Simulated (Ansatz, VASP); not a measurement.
# KZrN in VASP and in Ansatz

```
K Zr N
1.0
     4.20964    0.00000    0.00000
     0.00000    4.20964    0.00000
     0.00000    0.00000    4.17275
K Zr N
1 1 1
Direct
  0.00000 0.00000 0.00000
  0.50000 0.50000 0.50000
  0.50000 0.50000 0.00000
```

Change from the starting cell: species swapped into the DyCoC type (P4/mmm, No. 123).

Alike in both runs: task relaxation of cell and atoms; functional PBE; k mesh 12 × 12 × 12; occupations gaussian, width 0.1 eV; no spin polarisation.

```csv
,VASP,Ansatz
version,VASP 6.6.1,Ansatz 0.2.0
potentials or method,"VASP PAW PBE potentials, release 64 (K_sv, Zr_sv, N), cutoff 600 eV","scalar-relativistic, plane waves, PAW"
valence electrons in the cell,26,26
```

```tsv
	VASP	Ansatz	Ansatz less VASP
gap on the k mesh at the Fermi level, each at its own relaxed structure (eV)	none	none	-
relaxed volume (Å³/atom)	24.62	24.61	-0.008
relaxed cell length with the largest relative difference (Å)	4.168	4.166	-0.0021
```

A gap of «none» marks a metal or a gap that the smearing closes.
